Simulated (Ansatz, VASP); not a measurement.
# One calculation of Hf, two programs

INCAR

```
ALGO = Normal
EDIFF = 1E-6
ENCUT = 520
GGA = PE
ISIF = 2
ISMEAR = -1
LASPH = True
LCHARG = False
LREAL = False
LWAVE = False
NBANDS = 11
NELM = 60
PREC = Accurate
SIGMA = 0.03
```

The input KPOINTS:

```
k-points
0
Gamma
  16 16 16
```

Contents of POSCAR:

```
Hf
1.0
    0.0000000000      2.2368396850      2.1867000000
    2.2368396850      0.0000000000      2.1867000000
    2.2368396850      2.2368396850      0.0000000000
Hf
1
Direct
    0.0000000000      0.0000000000      0.0000000000
```

Input for Ansatz:

```yaml
crystal:
  lattice:
    - [0.0, 2.236839685, 2.1867]
    - [2.236839685, 0.0, 2.1867]
    - [2.236839685, 2.236839685, 0.0]
  atoms:
    - { symbol: Hf, position: [0.0, 0.0, 0.0] }
kpoints:
  mp_grid: { grid: [16, 16, 16] }
scf:
  occupations: { method: fermi_dirac, width: 0.03 }
hamiltonian:
  xc: pbe
  pseudopotentials: { kind: all_electron, lapw: { basis_error: 0.00025 } }
output:
  forces: true
  stress: true
  eigenvalues: true
```

Change from the starting cell: z stretched by -1.5 % at fixed volume.

Alike in both runs: task single point; functional PBE; k mesh 16 × 16 × 16; occupations fermi-dirac, width 0.03 eV; no spin polarisation.

|  | VASP | Ansatz |
| --- | --- | --- |
| version | VASP 6.6.1 | Ansatz 0.2.0 |
| potentials or method | VASP PAW PBE potentials, release 64 (Hf_pv), cutoff 520 eV | all-electron LAPW, scalar-relativistic |

Ansatz gave:

* pressure (GPa): 3.2
* traceless stress, the component that is largest in VASP (GPa): 0.39

Which values does VASP return?

Pressure (GPa): 2.7; traceless stress, the component that is largest in VASP (GPa): 0.42.

Ansatz ran all-electron here, and VASP with PAW potentials.

Neither program's run includes spin-orbit coupling.
